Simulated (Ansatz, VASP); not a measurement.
**Two plane-wave programs on Al4CoNi3**

```xyz
8
Lattice="4.1773 0.0000 0.0000 0.0000 4.1773 0.0000 0.0000 0.0000 5.9076" Properties=species:S:1:pos:R:3 pbc="T T T"
Al    0.0000    2.0887    4.4307
Al    0.0000    2.0887    1.4769
Al    2.0887    0.0000    4.4307
Al    2.0887    0.0000    1.4769
Co    2.0887    2.0887    2.9538
Ni    0.0000    0.0000    0.0000
Ni    0.0000    0.0000    2.9538
Ni    2.0887    2.0887    0.0000
```

Alike in both runs: task single point; functional PBE; k mesh 4 × 4 × 4; occupations gaussian, width 0.1 eV; collinear spin.

|  | VASP | Ansatz |
| --- | --- | --- |
| version | VASP 6.6.1 | Ansatz 0.2.0 |
| potentials or method | VASP PAW PBE potentials, release 64 (Al, Co, Ni), cutoff 520 eV | scalar-relativistic, plane waves, PAW |
| valence electrons in the cell | 51 | 83 |

Ansatz gave:

- gap on the k mesh at the Fermi level (eV): none
- pressure (GPa): -9.3
- traceless stress, the component that is largest in VASP (GPa): -0.64
- rms of the force components (eV/Å): 0.033
- net moment per atom (μB): 0.21
- size of the moment on the site where the two differ most (μB): 0.30

Q: Estimate VASP's values.

A: gap on the k mesh at the Fermi level (eV): none; pressure (GPa): -9.2; traceless stress, the component that is largest in VASP (GPa): -0.64; rms of the force components (eV/Å): 0.033; net moment per atom (μB): 0.21; size of the moment on the site where the two differ most (μB): 0.29.

Site moments also hang on the region over which each program counts them. Atom by atom the forces differ by 0.000 eV/Å (rms over components). A gap of «none» marks a metal or a gap that the smearing closes. VASP's potentials hold 51 valence electrons a cell and Ansatz's 83, so a difference there can come from the potentials and not from the codes.

The k mesh is coarse, so the values compare programs but aren't converged.
